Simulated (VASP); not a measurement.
# BaTiO3 (P4mm) in VASP: further runs

The runs below take BaTiO3 through relaxation of cell and atoms, with PBEsol.

All numbers are computed with VASP 6.6.1; they aren't measurements. Logs are shortened: lines on timing, memory, paths and dates and some standing lists are left out, and cuts for length are marked.

### 1 The cell of the first run

The structure is tetragonal, space group P4mm (No. 99). Conventional cell: a = 4.000 Å, b = 4.000 Å, c = 4.018 Å, α = 90.00°, β = 90.00°, γ = 90.00°. Ba (site symmetry 4mm) has 12 O at 2.79 to 2.88 Å and 8 Ti at 3.45 to 3.49 Å within 3.7 Å. Within 2.5 Å of Ti (site symmetry 4mm) lie 6 O at 1.89 to 2.13 Å. Within 2.7 Å of O (site symmetry 2mm) lie 2 Ti at 2.00 Å. O (site symmetry 4mm) has 2 Ti at 1.89 to 2.13 Å within 2.5 Å.

### 2 Relaxation of cell and atoms, PBEsol, target pressure 10 GPa, at which the enthalpy is minimised

File INCAR:

```
PREC     = Accurate       # precision mode
ENCUT    = 600            # plane-wave cutoff, eV
EDIFF    = 1E-6           # SCF threshold, eV
ISMEAR   = -1             # smearing method
SIGMA    = 0.05           # smearing width, eV
LREAL    = F              # projectors in reciprocal space
LASPH    = T              # aspherical terms in the spheres
NELM     = 100            # most SCF steps
ALGO     = Normal         # electronic algorithm
ISIF     = 3              # what is computed and relaxed
LWAVE    = F              # write WAVECAR
LCHARG   = F              # write CHGCAR
GGA      = PS             # functional
IBRION   = 2              # ionic algorithm
NSW      = 60             # ionic steps
EDIFFG   = -0.01          # ionic threshold
PSTRESS  = 100.0
```

File KPOINTS:

```
regular mesh
0
Gamma
  7 7 7
```

File POSCAR:

```
BaTiO3
1.0
    3.9998000000      0.0000000000      0.0000000000
    0.0000000000      3.9998000000      0.0000000000
    0.0000000000      0.0000000000      4.0180000000
Ba Ti O
1 1 3
Direct
    0.0000000000      0.0000000000      0.0000000000
    0.5000000000      0.5000000000      0.4900000000
    0.0000000000      0.5000000000      0.5170000000
    0.5000000000      0.0000000000      0.5170000000
    0.5000000000      0.5000000000      0.0190000000
```

Potentials or basis: VASP PAW PBE potentials, release 64 (Ba_sv, Ti_sv, O).

Started as:

```sh
> cat potpaw_PBE.64/Ba_sv/POTCAR potpaw_PBE.64/Ti_sv/POTCAR potpaw_PBE.64/O/POTCAR > POTCAR
> mpirun -np 1 vasp_std > vasp.out
```

OUTCAR:

```text
PREC = Accurate
   ENCUT = 600
   EDIFF = 1E-6
   ISMEAR = -1
   LREAL = F
   LASPH = T
   NELM = 100
   ISIF = 3
   GGA = PS
   IBRION = 2
   NSW = 60
   EDIFFG = -0.01
   PSTRESS = 100.0

 ion  position               nearest neighbor table
   1  0.000  0.000  0.000-   3 2.79   4 2.79   3 2.79   4 2.79   5 2.83   5 2.83   5 2.83   5 2.83
                             4 2.88   3 2.88   4 2.88   3 2.88   2 3.45   2 3.45   2 3.45   2 3.45
   2  0.500  0.500  0.490-   5 1.89   4 2.00   3 2.00   4 2.00   3 2.00   5 2.13   1 3.45   1 3.45
                             1 3.45   1 3.45   1 3.49   1 3.49   1 3.49   1 3.49
   3  0.000  0.500  0.517-   2 2.00   2 2.00   1 2.79   1 2.79   1 2.88   1 2.88
   4  0.500  0.000  0.517-   2 2.00   2 2.00   1 2.79   1 2.79   1 2.88   1 2.88
   5  0.500  0.500  0.019-   2 1.89   2 2.13   1 2.83   1 2.83   1 2.83   1 2.83

  LATTYP: Found a simple tetragonal cell.
 ALAT       =     3.9998000000
 C/A-ratio  =     1.0045502275

  Lattice vectors:

 A1 = (   3.9998000000,   0.0000000000,   0.0000000000)
 A2 = (   0.0000000000,   3.9998000000,   0.0000000000)
 A3 = (   0.0000000000,   0.0000000000,   4.0180000000)

Analysis of symmetry for initial positions (statically):
=====================================================================
 Subroutine PRICEL returns:
 Original cell was already a primitive cell.

 Routine SETGRP: Setting up the symmetry group for a
 simple tetragonal supercell.

 Subroutine GETGRP returns: Found  8 space group operations
 (whereof  8 operations were pure point group operations)
 out of a pool of 16 trial point group operations.

The static configuration has the point symmetry C_4v.

Analysis of symmetry for dynamics (positions and initial velocities):
=====================================================================
 Subroutine PRICEL returns:
 Original cell was already a primitive cell.

 Routine SETGRP: Setting up the symmetry group for a
 simple tetragonal supercell.

 Subroutine GETGRP returns: Found  8 space group operations
 (whereof  8 operations were pure point group operations)
 out of a pool of 16 trial point group operations.

The dynamic configuration has the point symmetry C_4v.

 Subroutine INISYM returns: Found  8 space group operations
 (whereof  8 operations are pure point group operations),
 and found     1 'primitive' translations

----------------------------------------------------------------------------------------

                                     Primitive cell

  volume of cell :      64.2816

  direct lattice vectors                    reciprocal lattice vectors
     3.999800000  0.000000000  0.000000000     0.250012501  0.000000000  0.000000000
     0.000000000  3.999800000  0.000000000     0.000000000  0.250012501  0.000000000
     0.000000000  0.000000000  4.018000000     0.000000000  0.000000000  0.248880040

  length of vectors
     3.999800000  3.999800000  4.018000000     0.250012501  0.250012501  0.248880040

  position of ions in fractional coordinates (direct lattice)
     0.000000000  0.000000000  0.000000000
     0.500000000  0.500000000  0.490000000
     0.000000000  0.500000000  0.517000000
     0.500000000  0.000000000  0.517000000
     0.500000000  0.500000000  0.019000000

  ion indices of the primitive-cell ions
   primitive index   ion index
                 1           1
                 2           2
                 3           3
                 4           4
                 5           5

----------------------------------------------------------------------------------------

 KPOINTS: regular mesh

Automatic generation of k-mesh.
 Grid dimensions read from file:
 generate k-points for:    7    7    7

 Generating k-lattice:

  Cartesian coordinates                     Fractional coordinates (reciprocal lattice)
     0.035716072  0.000000000  0.000000000     0.142857143  0.000000000  0.000000000
     0.000000000  0.035716072  0.000000000     0.000000000  0.142857143  0.000000000
     0.000000000  0.000000000  0.035554291     0.000000000  0.000000000  0.142857143

  Length of vectors
     0.035716072  0.035716072  0.035554291

  Shift w.r.t. Gamma in fractional coordinates (k-lattice)
     0.000000000  0.000000000  0.000000000

 Subroutine IBZKPT returns following result:
 ===========================================

 Found     40 irreducible k-points:

 Following reciprocal coordinates:
            Coordinates               Weight
  0.000000  0.000000  0.000000      1.000000
  0.142857  0.000000  0.000000      4.000000
  0.285714  0.000000  0.000000      4.000000
  0.428571  0.000000  0.000000      4.000000
  0.142857  0.142857  0.000000      4.000000
  0.285714  0.142857  0.000000      8.000000
[... 16 lines left out ...]
  0.285714  0.000000  0.285714      8.000000
  0.428571  0.000000  0.285714      8.000000
 [... further k-points ...]
   k-points           NKPTS =     40   k-points in BZ     NKDIM =     40   number of bands    NBANDS=     24
   number of dos      NEDOS =    301   number of ions     NIONS =      5
   total plane-waves  NPLWV =  32768
   dimension x,y,z NGX =    32 NGY =   32 NGZ =   32
   dimension x,y,z NGXF=    64 NGYF=   64 NGZF=   64
   ions per type =               1   1   3
   NGX,Y,Z   is equivalent  to a cutoff of  13.30, 13.30, 13.24 a.u.
   NGXF,Y,Z  is equivalent  to a cutoff of  26.60, 26.60, 26.48 a.u.
 SYSTEM =  unknown system
   PREC   = accura    normal or accurate (medium, high low for compatibility)
   ISTART =      0    job   : 0-new  1-cont  2-samecut
   ICHARG =      2    charge: 1-file 2-atom 10-const
   ISPIN  =      1    spin polarized calculation?
   LNONCOLLINEAR =      F non collinear calculations
   LSORBIT =      F    spin-orbit coupling
   LASPH  =      T    aspherical Exc in radial PAW
   ENCUT  =  600.0 eV  44.10 Ry    6.64 a.u.   7.99  7.99  8.02*2*pi/ulx,y,z
   NELM   =    100;   NELMIN=  2; NELMDL= -5     # of ELM steps
   EDIFF  = 0.1E-05   stopping-criterion for ELM
   LREAL  =      F    real-space projection
   EDIFFG = -.1E-01   stopping-criterion for IOM
   NSW    =     60    number of steps for IOM
   IBRION =      2    ionic relax: 0-MD 1-quasi-New 2-CG
   NFREE  =      1    steps in history (QN), initial steepest desc. (CG)
   ISIF   =      3    stress and relaxation
   ISYM   =      2    0-nonsym 1-usesym 2-fastsym
   POTIM  = 0.5000    time-step for ionic-motion
   TEBEG  =    0.0;   TEEND  =   0.0 temperature during run
   PSTRESS=  100.0 pullay stress
   NELECT =      40.0000    total number of electrons
   NUPDOWN=      -1.0000    fix difference up-down
   EMIN   =  10.00;   EMAX   =-10.00  energy-range for DOS
   EFERMI =   0.00;   METHOD = LEGACY
   ISMEAR =    -1;   SIGMA  =   0.05  broadening in eV -4-tet -1-fermi 0-gaus
   EFERMI_NEDOS =   21; number of points for ismear=-14 and -15
   IALGO  =     38    algorithm
   IMIX   =      4    mixing-type and parameters
     AMIX     =   0.40;   BMIX     =  1.00
     AMIX_MAG =   1.60;   BMIX_MAG =  1.00
  volume/ion in A,a.u.               =      12.86        86.76
  Fermi-wavevector in a.u.,A,eV,Ry     =   1.397653  2.641181 26.578078  1.953434
  Thomas-Fermi vector in A             =   2.520888
   LORBIT       =      0    0 simple, 1 ext, 2 COOP (PROOUT), +10 PAW based schemes
   GGA     = PS    functional components
   LHFCALC =     F    Hartree Fock is set to
   AEXX    =    0.0000 exact exchange contribution
   IVDW    =     0    specifies the selected vdW correction
   LEPSILON=     F    determine dielectric tensor
   LRPA    =     F    only Hartree local field effects (RPA)
 conjugate gradient relaxation of ions
 non-spin polarized calculation
  energy-cutoff  :      600.00
  volume of cell :       64.28
 maximum number of plane-waves:      2174
 NGX is ok and might be reduce to    32
   NGX = 15   NGY = 15   NGZ = 17

--------------------------------------- Ionic step        1  -------------------------------------------

 number of electron      39.9999999 magnetization

 Free energy of the ion-electron system (eV)
  ---------------------------------------------------
  ext. energy  EPLUGINS =         0.00000000
  ---------------------------------------------------
  free energy    TOTEN  =       -41.99344264 eV

  energy without entropy =      -41.99344264  energy(sigma->0) =      -41.99344264

------------------------ aborting loop because EDIFF is reached ----------------------------------------

  FORCE on cell =-STRESS in cart. coord.  units (eV):
  Direction    XX          YY          ZZ          XY          YZ          ZX
  --------------------------------------------------------------------------------------
  -------------------------------------------------------------------------------------
  Total       -0.9986029     -0.9986029     -0.6207416      0.0000000      0.0000000      0.0000000
  in kB      -24.8895441    -24.8895441    -15.4715891      0.0000000      0.0000000      0.0000000
  external PRESSURE =    -121.7502258 kB  Pullay stress =     100.0000000 kB
[... 102 lines left out ...]
  FREE ENERGIE OF THE ION-ELECTRON SYSTEM (eV)
  ---------------------------------------------------
  free  energy   TOTEN  =       -41.9135633331 eV

  energy  without entropy=      -41.9135633328  energy(sigma->0) =      -41.91356333

  enthalpy is  TOTEN    =       -38.1387639425 eV   P V=        3.7747993906

[... ionic steps 4 to 11 ...]

--------------------------------------- Ionic step       12  -------------------------------------------

 number of electron      39.9999985 magnetization

------------------------ aborting loop because EDIFF is reached ----------------------------------------

  FORCE on cell =-STRESS in cart. coord.  units (eV):
  Direction    XX          YY          ZZ          XY          YZ          ZX
  --------------------------------------------------------------------------------------
  -------------------------------------------------------------------------------------
  Total        3.7382398      3.7382398      3.7044803      0.0000000      0.0000000      0.0000000
  in kB       99.5612494     99.5612494     98.6621262      0.0000000      0.0000000      0.0000000
  external PRESSURE =      -0.7384583 kB  Pullay stress =     100.0000000 kB
[... 67 lines left out ...]
  enthalpy is  TOTEN    =       -38.1459082219 eV   P V=        3.7544553176

--------------------------------------- Ionic step       14  -------------------------------------------

 number of electron      39.9999986 magnetization

 Free energy of the ion-electron system (eV)
  ---------------------------------------------------
  ext. energy  EPLUGINS =         0.00000000
  ---------------------------------------------------
  free energy    TOTEN  =       -41.89962941 eV

  energy without entropy =      -41.89962941  energy(sigma->0) =      -41.89962941

 E-fermi :   5.1260     XC(G=0): -11.8577

 val. band max:        4.1283244995   @ k =   0.4286   0.4286   0.4286
 cond. band min:       6.0284261054   @ k =   0.0000   0.0000   0.0000
 fundamental gap:      1.9001016059
 Fermi energy:         5.1259911794

 k-point     1 :       0.0000    0.0000    0.0000
  band No.  band energies     occupation
      1     -51.8822      2.00000
      2     -28.2525      2.00000
      3     -28.2476      2.00000
      4     -28.2476      2.00000
      5     -20.4349      2.00000
      6     -12.7524      2.00000
[... 637 lines left out ...]
     23       8.1265      0.00000
     24       9.4126      0.00000

 [... further k-points ...]
[... 5 lines left out ...]
  --------------------------------------------------------------------------------------
  -------------------------------------------------------------------------------------
  Total        3.7524883      3.7524883      3.7304994      0.0000000     -0.0000000      0.0000000
  in kB       99.9678872     99.9678872     99.3820940      0.0000000     -0.0000000      0.0000000
  external PRESSURE =      -0.2273772 kB  Pullay stress =     100.0000000 kB
[... 20 lines left out ...]
  FREE ENERGIE OF THE ION-ELECTRON SYSTEM (eV)
  ---------------------------------------------------
  free  energy   TOTEN  =       -41.8996294126 eV

  energy  without entropy=      -41.8996294118  energy(sigma->0) =      -41.89962941

  enthalpy is  TOTEN    =       -38.1459356952 eV   P V=        3.7536937174

 reached required accuracy - stopping structural energy minimisation
```

It took 5.5 min on 1 thread of Intel Xeon Platinum 8488C (Sapphire Rapids), shared host; peak memory 0.24 GiB.

Results:

* Free energy: -41.8996 eV
* Relaxed volume: 12.03 Å³/atom
* Relaxed cell: a = 3.916 Å, b = 3.916 Å, c = 3.922 Å, α = 90.00°, β = 90.00°, γ = 90.00°
* Space group after relaxing (to 0.05 Å): Pm-3m (No. 221)
* Energy change on relaxing (the enthalpy is what falls): +18.8 meV/atom
* Ionic steps: 14
* Pressure after relaxing: 10.0 GPa
* Largest force after relaxing: 0.007 eV/Å
* Band gap on the k mesh: 1.90 eV, indirect (least direct gap 1.92 eV)

Forces in eV/Å, atoms in the order of the input:
```
Ba   0.000  0.000  0.003
Ti   0.000  0.000  0.005
O    0.000  0.000 -0.007
O    0.000  0.000 -0.007
O    0.000  0.000  0.006
```

Step by step:
```tsv
step	energy change (eV)	largest force (eV/Å)	pressure (GPa)	volume (Å³)
1	0.0000	0.3266	-2.18	64.28
2	0.6952	1.1177	32.03	55.61
3	0.0799	0.1897	9.67	60.48
4	0.0845	0.1975	9.95	60.40
5	0.0868	0.0834	9.99	60.32
6	0.0886	0.0763	10.02	60.28
7	0.0880	0.0471	9.98	60.27
8	0.0887	0.0602	9.87	60.23
9	0.0969	0.0358	10.25	60.10
10	0.0992	0.0318	10.33	60.06
11	0.0919	0.0168	9.90	60.17
12	0.0928	0.0136	9.93	60.16
13	0.0931	0.0121	9.94	60.15
14	0.0938	0.0069	9.98	60.14
```

Final structure:
```
CELL_PARAMETERS angstrom
3.91609 0.00000 0.00000
0.00000 3.91609 0.00000
0.00000 0.00000 3.92161
ATOMIC_POSITIONS crystal
Ba 0.00000 0.00000 0.00660
Ti 0.50000 0.50000 0.50154
O 0.00000 0.50000 0.51120
O 0.50000 0.00000 0.51120
O 0.50000 0.50000 0.01245
```

Caveat: the cell is relaxed towards a set pressure, so the enthalpy falls and the energy may rise; the PAW data sets were made with another functional, which shifts forces and pressure a little; spin-orbit coupling is left out, which moves the levels of the heavy elements. A k mesh can miss the band edges.

### 3 Relaxation of cell and atoms, PBEsol, target pressure 20 GPa, at which the enthalpy is minimised

File INCAR:

```
PREC = Accurate ; ENCUT = 600
EDIFF = 1E-6 ; ISMEAR = -1
SIGMA = 0.05 ; LREAL = False
LASPH = True ; NELM = 100
ALGO = Normal ; ISIF = 3
LWAVE = False ; LCHARG = False
GGA = PS ; IBRION = 2
NSW = 60 ; EDIFFG = -0.01
PSTRESS = 200.0
```

KPOINTS is that of step 2.

POSCAR is that of step 2.

Potentials or basis: VASP PAW PBE potentials, release 64 (Ba_sv, Ti_sv, O).

Started as:

```sh
> cat potpaw_PBE.64/Ba_sv/POTCAR potpaw_PBE.64/Ti_sv/POTCAR potpaw_PBE.64/O/POTCAR > POTCAR
> mpirun -np 1 vasp_std > vasp.out
```

It took 8.6 min on 1 thread of Intel Xeon Platinum 8488C (Sapphire Rapids), shared host; peak memory 0.24 GiB.

It converged, with:

```yaml
Free_energy: -41.6718 eV
Relaxed_volume: 11.53 Å³/atom
Relaxed_cell: a = 3.863 Å, b = 3.863 Å, c = 3.864 Å, α = 90.00°, β = 90.00°, γ = 90.00°
Space_group_after_relaxing_to_0.05_Å: Pm-3m (No. 221)
Energy_change_on_relaxing_the_enthalpy_is_what_falls: +64.3 meV/atom
Ionic_steps: 21
Pressure_after_relaxing: 20.1 GPa
Largest_force_after_relaxing: 0.005 eV/Å
Band_gap_on_the_k_mesh: 1.91 eV, direct
```

Forces on the atoms (eV/Å):
```
Ba   0.000  0.000  0.005
Ti   0.000  0.000  0.005
O    0.000  0.000 -0.005
O    0.000  0.000 -0.005
O    0.000  0.000  0.000
```

The path:
```
step  energy change (eV)  largest force (eV/Å)  pressure (GPa)  volume (Å³)
   1              0.0000                0.3266           -2.18        64.28
   2              2.9001                2.5716           81.42        49.11
   3              0.2752                0.4515           18.60        58.24
   4              0.3035                0.4903           19.66        58.00
   5              0.3187                0.5104           20.22        57.88
   6              0.3309                0.1495           20.44        57.69
   7              0.3371                0.1416           20.57        57.63
   8              0.3000                0.1035           19.27        57.89
   9              0.2822                0.0914           18.61        58.02
  10              0.3141                0.0924           19.76        57.75
  11              0.3221                0.0935           20.00        57.68
  12              0.3253                0.0746           20.19        57.65
  13              0.3306                0.0501           20.39        57.60
  14              0.3318                0.0453           20.44        57.60
  15              0.3108                0.0255           19.68        57.76
  16              0.3166                0.0307           19.88        57.72
  17              0.3163                0.0235           19.88        57.72
  18              0.3162                0.0161           19.86        57.72
  19              0.3257                0.0125           20.21        57.64
  20              0.3230                0.0134           20.14        57.66
  21              0.3217                0.0050           20.07        57.67
```

Final structure:
```
Ba Ti O
1.0
     3.86347    0.00000    0.00000
     0.00000    3.86347    0.00000
     0.00000    0.00000    3.86372
Ba Ti O
1 1 3
Direct
  0.00000 0.00000 0.00835
  0.50000 0.50000 0.50799
  0.00000 0.50000 0.50892
  0.50000 0.00000 0.50892
  0.50000 0.50000 0.00882
```

Levels at points of the mesh, in eV from the valence-band top:
| k point | band 17 | band 18 | band 19 | band 20 | band 21 | band 22 | band 23 | band 24 |
| --- | --- | --- | --- | --- | --- | --- | --- | --- |
| (0.00, 0.00, 0.00) | -1.27 | 0.00 | 0.00 | 0.00 | 1.91 | 1.91 | 1.91 | 4.68 |

Caveat: the cell is relaxed towards a set pressure, so the enthalpy falls and the energy may rise; the PAW data sets were made with another functional, which shifts forces and pressure a little; spin-orbit coupling is left out, which moves the levels of the heavy elements. PBEsol gaps usually lie below the measured ones, often by a third to a half.

(Part 1 of 2 ends here.)
